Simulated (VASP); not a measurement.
The system is Sb.

```
Sb
1.0
     2.15420    1.24373    3.75800
    -2.15420    1.24373    3.75800
     0.00000   -2.48746    3.75800
Sb
2
Cartesian
  0.0271 -0.0085 8.5965
  0.0487 0.0409 2.6298
```

This cell differs from its parent crystal: atoms moved at random.

Base run:

```yaml
Program: VASP 6.6.1
Functional: PBE
Potentials_or_basis: VASP PAW PBE potentials, release 64 (Sb)
Cutoff: 520 eV
k_mesh: 8 × 8 × 8
Occupations: fermi-dirac, width 0.05 eV
Spin: no spin polarisation
```

Its results: band gap on the k mesh zero (band 5 reaches 7.41 eV, above the bottom of band 6 at 6.99 eV); pressure 2.2 GPa; largest force 0.112 eV/Å.

The run is repeated on the same cell with these changes: functional from PBE to PBEsol. What comes out?

Band gap on the k mesh zero (band 5 reaches 7.24 eV, above the bottom of band 6 at 6.81 eV); pressure -0.3 GPa; largest force 0.106 eV/Å.

PBEsol binds more tightly than PBE, so the same cell stands under less pressure.

Caveats: spin-orbit coupling is left out, which moves the levels of the heavy elements; the PAW data sets were made with another functional, which shifts forces and pressure a little (some runs).
